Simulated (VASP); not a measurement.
Wanted: the native input for a VASP 6.6.1 run.

```
Task                   : single point
Functional             : r2SCAN
Potentials or basis    : VASP PAW PBE potentials, release 64 (Mn_pv, O)
Cutoff                 : 520 eV
k mesh                 : 10 × 10 × 10
Occupations            : fermi-dirac, width 0.05 eV
Spin                   : collinear spin, ferromagnetic start
Starting moments       : [4.0, 0.0] μB
Dipole correction      : no
Further INCAR settings : ALGO = Normal; EDIFF = 1e-06; NBANDS = 20
```

Crystal: MnO.

```
Mn O
1.0
     0.00000    2.20898    2.20898
     2.20898    0.00000    2.20898
     2.20898    2.20898    0.00000
Mn O
1 1
Direct
  0.00000 0.00000 0.00000
  0.50000 0.50000 0.50000
```

One way to write it, as run:

POSCAR

```
MnO
1.0
    0.0000000000      2.2089816980      2.2089816980
    2.2089816980      0.0000000000      2.2089816980
    2.2089816980      2.2089816980      0.0000000000
Mn O
1 1
Direct
    0.0000000000      0.0000000000      0.0000000000
    0.5000000000      0.5000000000      0.5000000000
```

INCAR.step1

```
  PREC = Accurate
  ENCUT = 520
  ISMEAR = -1
  SIGMA = 0.05
  LREAL = F
  LASPH = T
  NELM = 150
  ISPIN = 2
  MAGMOM = 4 0
  LMAXMIX = 4
  NBANDS = 20
  GGA = PE
  ALGO = Normal
  EDIFF = 1E-4
  LWAVE = T
  LCHARG = F
```

INCAR.step2

```
  PREC = Accurate
  ENCUT = 520
  EDIFF = 1E-6
  ISMEAR = -1
  SIGMA = 0.05
  LREAL = F
  LASPH = T
  NELM = 150
  ALGO = Normal
  ISIF = 2
  LWAVE = F
  LCHARG = F
  ISPIN = 2
  MAGMOM = 4 0
  LORBIT = 11
  LMAXMIX = 4
  METAGGA = R2SCAN
  LMIXTAU = T
  NBANDS = 20
  ISTART = 1
```

KPOINTS

```
regular mesh
0
Gamma
  10 10 10
```

Potentials or basis: VASP PAW PBE potentials, release 64 (Mn_pv, O).

Command:

```bash
$ cat potpaw_PBE.64/Mn_pv/POTCAR potpaw_PBE.64/O/POTCAR > POTCAR
$ cp INCAR.step1 INCAR
$ mpirun -np 1 vasp_std > vasp.out
$ cp INCAR.step2 INCAR
$ mpirun -np 1 vasp_std > vasp.out
```

It gave:

| Item | Value |
| --- | --- |
| Pressure | 3.9 GPa |
| Band gap on the k mesh | zero (filled and empty bands overlap) |
| Net moment | 4.99 μB per cell |
| Site moments | Mn +4.54; O +0.24 μB |
| Valence electrons inside the program's atomic spheres | Mn 11.36; O 5.04 |

Caveat: the cell stands under pressure; the PAW data sets were made with another functional, which shifts forces and pressure a little; a cell with one magnetic atom can't hold antiferromagnetic order, which such compounds often take; semilocal functionals often make such compounds metallic where correlation or magnetic order opens a gap, which also shifts bond lengths.

Wall time 48 s on 1 thread of Intel(R) Xeon(R) 6975P-C (Granite Rapids), on a shared host, peak memory 0.17 GiB.
